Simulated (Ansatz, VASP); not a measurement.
TiN in VASP and in Ansatz

```
CELL_PARAMETERS angstrom
0.00000 1.82400 1.82400
1.82400 0.00000 1.82400
1.82400 1.82400 0.00000
ATOMIC_POSITIONS crystal
Ti 0.00000 0.00000 0.00000
N 0.50000 0.50000 0.50000
```

Change from the starting cell: volume scaled by 0.64, PAW files.

Alike in both runs: task single point; functional r2SCAN; k mesh 17 × 17 × 17; occupations fermi-dirac, width 0.1 eV; no spin polarisation.

|  | VASP | Ansatz |
| --- | --- | --- |
| version | VASP 6.6.1 | Ansatz 0.2.0 |
| potentials or method | VASP PAW PBE potentials, release 64 (Ti_sv, N) | PAW with Ansatz's default frozen-core files, scalar-relativistic |
| plane-wave cutoff (eV) | 520 | 500 |
| valence electrons in the cell | 17 | 17 |

|  | VASP | Ansatz | Ansatz less VASP |
| --- | --- | --- | --- |
| pressure (GPa) | 334.6 | 329.7 | -4.87 |

VASP's potentials were made for PBE, not for r2SCAN. Both programs put the cell under a high pressure, so it lies far from rest at this level. The functional is the same, so the differences come from potentials, cutoffs and numerics.

Noted on VASP's run: the cell as given lies far from equilibrium.
